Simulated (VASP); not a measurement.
Runs of VASP 6.6.1 on K. The structure is that of space group Fm-3m (No. 225), or close to it. The cells are those of the table. This isn't the form of K at room conditions, which is bcc.

```csv
task,cell,k mesh,cutoff (eV),gap on the mesh (eV),pressure (GPa)
single point,"a = 4.964 Å, angles 60.0°, 1 atom",13 × 13 × 13,520,none,-0.2
single point,"a = 4.637 Å, angles 60.0°, 1 atom",13 × 13 × 13,520,none,0.5
single point,"a = 4.839 Å, angles 60.0°, 1 atom",13 × 13 × 13,520,none,0.0
relaxation of cell and atoms,"relaxed from a = 4.655 Å, angles 60.0°, 1 atom",8 × 8 × 8,600,none,0.0
single point,"a = 4.773 Å, angles 60.0°, 1 atom",13 × 13 × 13,520,none,(a)
```

Alike in all rows: level revPBE; potentials or basis VASP PAW PBE potentials, release 64 (K_sv); no spin polarisation; smearing fermi-dirac 0.1 eV.

Estimate the missing entries.

(a) 0.1.

Caveats: the PAW data sets were made with another functional, which shifts forces and pressure a little.

A gap of «none» marks levels without a gap at the run's occupations.
